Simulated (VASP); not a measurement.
# CsPbBr3 (P4/mmm) in VASP: a series of runs, part 2 of 2

VASP 6.6.1.

## (3) Single point, PBEsol (strain -0.030 along x and y, +0.030 along z)

Contents of INCAR:

```
ALGO = Normal ; EDIFF = 1E-7
ENCUT = 520 ; GGA = PS
ISIF = 2 ; ISMEAR = 0
LASPH = True ; LCHARG = True
LELF = True ; LREAL = False
LVHAR = True ; LWAVE = False
NBANDS = 30 ; NELM = 100
PREC = Accurate ; SIGMA = 0.05
```

Contents of KPOINTS:

```
k-points
0
Gamma
  6 6 6
```

Contents of POSCAR:

```
CsPbBr3
1.0
    5.6939000000      0.0000000000      0.0000000000
    0.0000000000      5.6939000000      0.0000000000
    0.0000000000      0.0000000000      6.0461000000
Cs Pb Br
1 1 3
Direct
    0.0000000000      0.0000000000      0.0000000000
    0.5000000000      0.5000000000      0.5000000000
    0.0000000000      0.5000000000      0.5000000000
    0.5000000000      0.0000000000      0.5000000000
    0.5000000000      0.5000000000      0.0000000000
```

Potentials or basis: VASP PAW PBE potentials, release 64 (Cs_sv, Pb_d, Br).

On the command line:

```bash
$ cat potpaw_PBE.64/Cs_sv/POTCAR potpaw_PBE.64/Pb_d/POTCAR potpaw_PBE.64/Br/POTCAR > POTCAR
$ mpirun -np 1 vasp_std > vasp.out
```

OUTCAR:

```text
EDIFF = 1E-7
   ENCUT = 520
   GGA = PS
   ISIF = 2
   ISMEAR = 0
   LASPH = True
   LREAL = False
   NELM = 100
   PREC = Accurate

 ion  position               nearest neighbor table
   1  0.000  0.000  0.000-
   2  0.500  0.500  0.500-   3 2.85   4 2.85   4 2.85   3 2.85   5 3.02   5 3.02
   3  0.000  0.500  0.500-   2 2.85   2 2.85
   4  0.500  0.000  0.500-   2 2.85   2 2.85
   5  0.500  0.500  0.000-   2 3.02   2 3.02

  LATTYP: Found a simple tetragonal cell.
 ALAT       =     5.6939000000
 C/A-ratio  =     1.0618556701

  Lattice vectors:

 A1 = (   5.6939000000,   0.0000000000,   0.0000000000)
 A2 = (   0.0000000000,   5.6939000000,   0.0000000000)
 A3 = (   0.0000000000,   0.0000000000,   6.0461000000)

Analysis of symmetry for initial positions (statically):
=====================================================================
 Subroutine PRICEL returns:
 Original cell was already a primitive cell.

 Routine SETGRP: Setting up the symmetry group for a
 simple tetragonal supercell.

 Subroutine GETGRP returns: Found 16 space group operations
[... 170 lines left out ...]

 E-fermi :   1.8933     XC(G=0):  -7.9535

 val. band max:        1.6458148830   @ k =   0.5000   0.5000   0.5000
 cond. band min:       2.6080121389   @ k =   0.5000   0.5000   0.5000
 fundamental gap:      0.9621972559
 Fermi energy:         1.8933275593

 k-point     1 :       0.0000    0.0000    0.0000
  band No.  band energies     occupation
      1     -20.0209      2.00000
      2     -15.4450      2.00000
      3     -15.3644      2.00000
      4     -15.1866      2.00000
      5     -15.1866      2.00000
      6     -15.1729      2.00000
[... 781 lines left out ...]
     29       7.2618      0.00000
     30       7.6465      0.00000

 [... further k-points ...]

------------------------ aborting loop because EDIFF is reached ----------------------------------------

  FORCE on cell =-STRESS in cart. coord.  units (eV):
  Direction    XX          YY          ZZ          XY          YZ          ZX
  --------------------------------------------------------------------------------------
  -------------------------------------------------------------------------------------
  Total        2.3532151      2.3532151     -1.1833257      0.0000000     -0.0000000      0.0000000
  in kB       19.2343369     19.2343369     -9.6720799      0.0000000     -0.0000000      0.0000000
  external PRESSURE =       9.5988646 kB  Pullay stress =       0.0000000 kB

 VOLUME and BASIS-vectors are now :
 -----------------------------------------------------------------------------
  energy-cutoff  :      520.00
  volume of cell :      196.02
      direct lattice vectors                 reciprocal lattice vectors
     5.693900000  0.000000000  0.000000000     0.175626548  0.000000000  0.000000000
     0.000000000  5.693900000  0.000000000     0.000000000  0.175626548  0.000000000
     0.000000000  0.000000000  6.046100000     0.000000000  0.000000000  0.165395875

 POSITION                                       TOTAL-FORCE (eV/Angst)
 -----------------------------------------------------------------------------------
      0.00000      0.00000      0.00000         0.000000      0.000000      0.000000
      2.84695      2.84695      3.02305         0.000000      0.000000      0.000000
      0.00000      2.84695      3.02305         0.000000      0.000000      0.000000
      2.84695      0.00000      3.02305         0.000000      0.000000      0.000000
      2.84695      2.84695      0.00000         0.000000      0.000000      0.000000
 -----------------------------------------------------------------------------------
    total drift:                                0.000000     -0.000000     -0.000000

  FREE ENERGIE OF THE ION-ELECTRON SYSTEM (eV)
  ---------------------------------------------------
  free  energy   TOTEN  =       -16.7191942344 eV

  energy  without entropy=      -16.7191942344  energy(sigma->0) =      -16.71919423
```

OSZICAR:

```text
N       E                     dE             d eps       ncg     rms          rms(c)
DAV:   1     0.388778935824E+03    0.38878E+03   -0.18673E+04  2400   0.131E+03
DAV:   2     0.311702580583E+02   -0.35761E+03   -0.34139E+03  2754   0.302E+02
DAV:   3    -0.154248827963E+02   -0.46595E+02   -0.46118E+02  3070   0.117E+02
DAV:   4    -0.171371398865E+02   -0.17123E+01   -0.17064E+01  3026   0.280E+01
DAV:   5    -0.171881901491E+02   -0.51050E-01   -0.51029E-01  2972   0.443E+00    0.493E+00
DAV:   6    -0.167504431386E+02    0.43775E+00   -0.70126E-01  3532   0.884E+00    0.288E+00
DAV:   7    -0.167139199826E+02    0.36523E-01   -0.40414E-01  3704   0.383E+00    0.915E-01
DAV:   8    -0.167185774945E+02   -0.46575E-02   -0.52458E-02  3292   0.189E+00    0.206E-01
DAV:   9    -0.167189799504E+02   -0.40246E-03   -0.65690E-03  3518   0.671E-01    0.103E-01
DAV:  10    -0.167191069541E+02   -0.12700E-03   -0.58570E-04  3122   0.148E-01    0.428E-02
DAV:  11    -0.167191922186E+02   -0.85265E-04   -0.21971E-04  3228   0.117E-01    0.189E-02
DAV:  12    -0.167191947768E+02   -0.25582E-05   -0.18561E-05  3438   0.259E-02    0.121E-02
DAV:  13    -0.167191940364E+02    0.74039E-06   -0.38800E-06  3412   0.147E-02    0.288E-03
DAV:  14    -0.167191942570E+02   -0.22061E-06   -0.10256E-06  3654   0.858E-03    0.208E-03
DAV:  15    -0.167191942344E+02    0.22558E-07   -0.11692E-07  2198   0.296E-03
   1 F= -.16719194E+02 E0= -.16719194E+02  d E =-.297544E-14
```

Wall time 1.7 min (1 thread of Intel Xeon 6975P-C (Granite Rapids), shared host); peak memory 0.41 GiB.

What came out:

- Free energy: -16.7192 eV
- Pressure: 1.0 GPa
- Band gap on the k mesh: 0.96 eV

Stress tensor (GPa, compression positive):
```
 1.92  0.00  0.00
 0.00  1.92  0.00
 0.00  0.00 -0.97
```

Levels at points of the mesh, in eV from the valence-band top:
```tsv
k point	band 18	band 19	band 20	band 21	band 22	band 23	band 24	band 25	band 26	band 27
(0.00, 0.00, 0.00)	-2.44	-2.44	-2.32	-2.32	-2.32	2.64	3.66	3.80	4.43	4.43
(0.50, 0.00, 0.00)	-2.66	-2.61	-2.45	-2.45	-1.45	2.45	4.22	4.56	4.76	4.95
(0.50, 0.50, 0.00)	-2.64	-2.64	-2.53	-1.90	-0.54	1.86	1.86	4.03	4.90	5.39
(0.00, 0.00, 0.50)	-2.51	-2.51	-2.45	-2.45	-1.88	2.26	4.02	4.58	4.68	5.14
(0.50, 0.00, 0.50)	-2.73	-2.62	-2.54	-1.99	-0.90	1.65	2.06	4.85	5.03	5.26
(0.50, 0.50, 0.50)	-2.52	-1.97	-1.97	-1.89	0.00	0.96	1.38	1.38	4.14	4.81
```

Caveat: the cell differs from its parent crystal (strain -0.030 along x and y, +0.030 along z); the PAW data sets were made with another functional, which shifts forces and pressure a little; spin-orbit coupling is left out, which moves the levels of the heavy elements. A k mesh can miss the band edges.

## (4) Single point, PBEsol (strain +0.015 along x and y, -0.030 along z)

Contents of INCAR:

```
ALGO = Normal ; EDIFF = 1E-6
ENCUT = 520 ; GGA = PS
ISIF = 2 ; ISMEAR = 0
LASPH = T ; LCHARG = T
LELF = T ; LREAL = F
LVHAR = T ; LWAVE = F
NBANDS = 30 ; NELM = 60
PREC = Accurate ; SIGMA = 0.05
```

KPOINTS is that of step 3.

POSCAR, as its differences from that of step 3:

```diff
@@ -2,5 +2,5 @@
 1.0
-    5.6939000000      0.0000000000      0.0000000000
-    0.0000000000      5.6939000000      0.0000000000
-    0.0000000000      0.0000000000      6.0461000000
+    5.9580500000      0.0000000000      0.0000000000
+    0.0000000000      5.9580500000      0.0000000000
+    0.0000000000      0.0000000000      5.6939000000
 Cs Pb Br
```

Potentials or basis: VASP PAW PBE potentials, release 64 (Cs_sv, Pb_d, Br).

On the command line:

```bash
$ cat potpaw_PBE.64/Cs_sv/POTCAR potpaw_PBE.64/Pb_d/POTCAR potpaw_PBE.64/Br/POTCAR > POTCAR
$ mpirun -np 1 vasp_std > vasp.out
```

OUTCAR:

```text
EDIFF = 1E-6
   ENCUT = 520
   GGA = PS
   ISIF = 2
   ISMEAR = 0
   LASPH = T
   LREAL = F
   NELM = 60
   PREC = Accurate

 ion  position               nearest neighbor table
   1  0.000  0.000  0.000-
   2  0.500  0.500  0.500-   5 2.85   5 2.85   3 2.98   4 2.98   4 2.98   3 2.98
   3  0.000  0.500  0.500-   2 2.98   2 2.98
   4  0.500  0.000  0.500-   2 2.98   2 2.98
   5  0.500  0.500  0.000-   2 2.85   2 2.85

  LATTYP: Found a simple tetragonal cell.
 ALAT       =     5.9580500000
 C/A-ratio  =     0.9556650246

  Lattice vectors:

 A1 = (   5.9580500000,   0.0000000000,   0.0000000000)
 A2 = (   0.0000000000,   5.9580500000,   0.0000000000)
 A3 = (   0.0000000000,   0.0000000000,   5.6939000000)

Analysis of symmetry for initial positions (statically):
=====================================================================
 Subroutine PRICEL returns:
 Original cell was already a primitive cell.

 Routine SETGRP: Setting up the symmetry group for a
 simple tetragonal supercell.

 Subroutine GETGRP returns: Found 16 space group operations
 (whereof 16 operations were pure point group operations)
 out of a pool of 16 trial point group operations.

The static configuration has the point symmetry D_4h.

Analysis of symmetry for dynamics (positions and initial velocities):
=====================================================================
 Subroutine PRICEL returns:
 Original cell was already a primitive cell.

 Routine SETGRP: Setting up the symmetry group for a
 simple tetragonal supercell.

 Subroutine GETGRP returns: Found 16 space group operations
[... 122 lines left out ...]
   EMIN   =  10.00;   EMAX   =-10.00  energy-range for DOS
   EFERMI =   0.00;   METHOD = LEGACY
   ISMEAR =     0;   SIGMA  =   0.05  broadening in eV -4-tet -1-fermi 0-gaus
   EFERMI_NEDOS =   21; number of points for ismear=-14 and -15
   IALGO  =     38    algorithm
   IMIX   =      4    mixing-type and parameters
     AMIX     =   0.40;   BMIX     =  1.00
     AMIX_MAG =   1.60;   BMIX_MAG =  1.00
  volume/ion in A,a.u.               =      40.42       272.80
  Fermi-wavevector in a.u.,A,eV,Ry     =   0.984811  1.861023 13.195655  0.969853
  Thomas-Fermi vector in A             =   2.116072
   LORBIT       =      0    0 simple, 1 ext, 2 COOP (PROOUT), +10 PAW based schemes
   GGA     = PS    functional components
   LHFCALC =     F    Hartree Fock is set to
   AEXX    =    0.0000 exact exchange contribution
   IVDW    =     0    specifies the selected vdW correction
   LEPSILON=     F    determine dielectric tensor
   LRPA    =     F    only Hartree local field effects (RPA)
 non-spin polarized calculation
 Gauss-broadening in eV      SIGMA  =   0.05
  energy-cutoff  :      520.00
  volume of cell :      202.12
 maximum number of plane-waves:      5480
 NGX is ok and might be reduce to    48
   NGX = 23   NGY = 23   NGZ = 21

 number of electron      43.9999995 magnetization

 Free energy of the ion-electron system (eV)
  ---------------------------------------------------
  ext. energy  EPLUGINS =         0.00000000
  ---------------------------------------------------
  free energy    TOTEN  =       -16.76567820 eV

  energy without entropy =      -16.76567820  energy(sigma->0) =      -16.76567820

 E-fermi :   1.5400     XC(G=0):  -7.8198

 val. band max:        1.2499743109   @ k =   0.5000   0.5000   0.5000
 cond. band min:       2.5358866762   @ k =   0.5000   0.5000   0.5000
 fundamental gap:      1.2859123653
 Fermi energy:         1.5400365330

 k-point     1 :       0.0000    0.0000    0.0000
  band No.  band energies     occupation
      1     -20.2422      2.00000
      2     -15.6593      2.00000
      3     -15.5826      2.00000
      4     -15.4451      2.00000
      5     -15.4358      2.00000
      6     -15.4358      2.00000
[... 781 lines left out ...]
     29       7.0402      0.00000
     30       7.1829      0.00000

 [... further k-points ...]

------------------------ aborting loop because EDIFF is reached ----------------------------------------

  FORCE on cell =-STRESS in cart. coord.  units (eV):
  Direction    XX          YY          ZZ          XY          YZ          ZX
  --------------------------------------------------------------------------------------
  -------------------------------------------------------------------------------------
  Total       -0.7599057     -0.7599057      2.0792278      0.0000000     -0.0000000      0.0000000
  in kB       -6.0235450     -6.0235450     16.4814161      0.0000000     -0.0000000      0.0000000
  external PRESSURE =       1.4781087 kB  Pullay stress =       0.0000000 kB

 VOLUME and BASIS-vectors are now :
 -----------------------------------------------------------------------------
  energy-cutoff  :      520.00
  volume of cell :      202.12
      direct lattice vectors                 reciprocal lattice vectors
     5.958050000  0.000000000  0.000000000     0.167840149  0.000000000  0.000000000
     0.000000000  5.958050000  0.000000000     0.000000000  0.167840149  0.000000000
     0.000000000  0.000000000  5.693900000     0.000000000  0.000000000  0.175626548

 POSITION                                       TOTAL-FORCE (eV/Angst)
 -----------------------------------------------------------------------------------
      0.00000      0.00000      0.00000         0.000000      0.000000      0.000000
      2.97903      2.97903      2.84695         0.000000      0.000000      0.000000
      0.00000      2.97903      2.84695         0.000000      0.000000      0.000000
      2.97903      0.00000      2.84695         0.000000      0.000000      0.000000
      2.97903      2.97903      0.00000         0.000000      0.000000      0.000000
 -----------------------------------------------------------------------------------
    total drift:                                0.000000     -0.000000     -0.000000

  FREE ENERGIE OF THE ION-ELECTRON SYSTEM (eV)
  ---------------------------------------------------
  free  energy   TOTEN  =       -16.7656781992 eV

  energy  without entropy=      -16.7656781992  energy(sigma->0) =      -16.76567820
```

OSZICAR:

```text
N       E                     dE             d eps       ncg     rms          rms(c)
DAV:   1     0.391532563472E+03    0.39153E+03   -0.18661E+04  2400   0.131E+03
DAV:   2     0.301576616345E+02   -0.36137E+03   -0.34627E+03  2860   0.297E+02
DAV:   3    -0.155366780272E+02   -0.45694E+02   -0.44794E+02  3052   0.114E+02
DAV:   4    -0.172225747971E+02   -0.16859E+01   -0.16807E+01  3024   0.282E+01
DAV:   5    -0.172737642345E+02   -0.51189E-01   -0.51174E-01  2976   0.433E+00    0.457E+00
DAV:   6    -0.168003772217E+02    0.47339E+00   -0.75544E-01  3656   0.894E+00    0.264E+00
DAV:   7    -0.167593895667E+02    0.40988E-01   -0.40383E-01  3664   0.370E+00    0.911E-01
DAV:   8    -0.167650693619E+02   -0.56798E-02   -0.50594E-02  3150   0.181E+00    0.195E-01
DAV:   9    -0.167654399073E+02   -0.37055E-03   -0.67229E-03  3588   0.653E-01    0.989E-02
DAV:  10    -0.167655855120E+02   -0.14560E-03   -0.62955E-04  2974   0.144E-01    0.446E-02
DAV:  11    -0.167656755327E+02   -0.90021E-04   -0.22000E-04  3122   0.111E-01    0.151E-02
DAV:  12    -0.167656784439E+02   -0.29112E-05   -0.20025E-05  3400   0.286E-02    0.110E-02
DAV:  13    -0.167656781992E+02    0.24474E-06   -0.24039E-06  2284   0.105E-02
   1 F= -.16765678E+02 E0= -.16765678E+02  d E =-.316231E-18
```

It took 88 s on 1 thread of Intel Xeon 6975P-C (Granite Rapids), shared host; peak memory 0.45 GiB.

What came out:

| Item | Value |
| --- | --- |
| Free energy | -16.7657 eV |
| Pressure | 0.1 GPa |
| Band gap on the k mesh | 1.29 eV |

Stress tensor (GPa, compression positive):
```
-0.60  0.00  0.00
 0.00 -0.60  0.00
 0.00  0.00  1.65
```

Caveat: the cell differs from its parent crystal (strain +0.015 along x and y, -0.030 along z); the PAW data sets were made with another functional, which shifts forces and pressure a little; spin-orbit coupling is left out, which moves the levels of the heavy elements. A k mesh can miss the band edges.

## (5) The runs side by side

```tsv
cell	gap on the mesh (eV)	pressure (GPa)
a = 5.694, b = 5.694, c = 5.958 Å, 5 atoms	0.97	1.3
a = 5.694, b = 5.694, c = 6.046 Å, 5 atoms	0.96	1.0
a = 5.958, b = 5.958, c = 5.694 Å, 5 atoms	1.29	0.1
```

Alike in all rows: task single point; level PBEsol; potentials or basis VASP PAW PBE potentials, release 64 (Cs_sv, Pb_d, Br); no spin polarisation; k mesh 6 × 6 × 6; cutoff (eV) 520; smearing gaussian 0.05 eV.

Caveats: the PAW data sets were made with another functional, which shifts forces and pressure a little; spin-orbit coupling is left out, which moves the levels of the heavy elements.

Total energies depend on the potentials used, so only differences within one code and one set of settings carry meaning.
